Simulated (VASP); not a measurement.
Input of a VASP 6.6.1 run:

Contents of INCAR:

```
PREC = Accurate ; ENCUT = 520
EDIFF = 1E-6 ; ISMEAR = 0
SIGMA = 0.02 ; LREAL = F
LASPH = T ; NELM = 100
ALGO = Normal ; ISIF = 2
LWAVE = F ; LCHARG = T
GGA = PE ; LELF = T
LVHAR = T ; NBANDS = 14
```

File KPOINTS:

```
Automatic mesh
0
Gamma
  12 12 12
```

File POSCAR:

```
HfC
1.0
    0.0000000000      2.5222992038      2.5222992038
    2.5222992038      0.0000000000      2.5222992038
    2.5222992038      2.5222992038      0.0000000000
Hf C
1 1
Direct
    0.0000000000      0.0000000000      0.0000000000
    0.7500000000      0.7500000000      0.7500000000
```

Potentials or basis: VASP PAW PBE potentials, release 64 (Hf_pv, C).

The run is started by

```bash
$ cat potpaw_PBE.64/Hf_pv/POTCAR potpaw_PBE.64/C/POTCAR > POTCAR
$ mpirun -np 1 vasp_std > vasp.out
```

(1) What does it give for the band gap on the k mesh?

(2) Predict the pressure.

Results:

(1) 0.29 eV, direct.

(2) -0.4 GPa.

Caveat: spin-orbit coupling is left out, which moves the levels of the heavy elements.
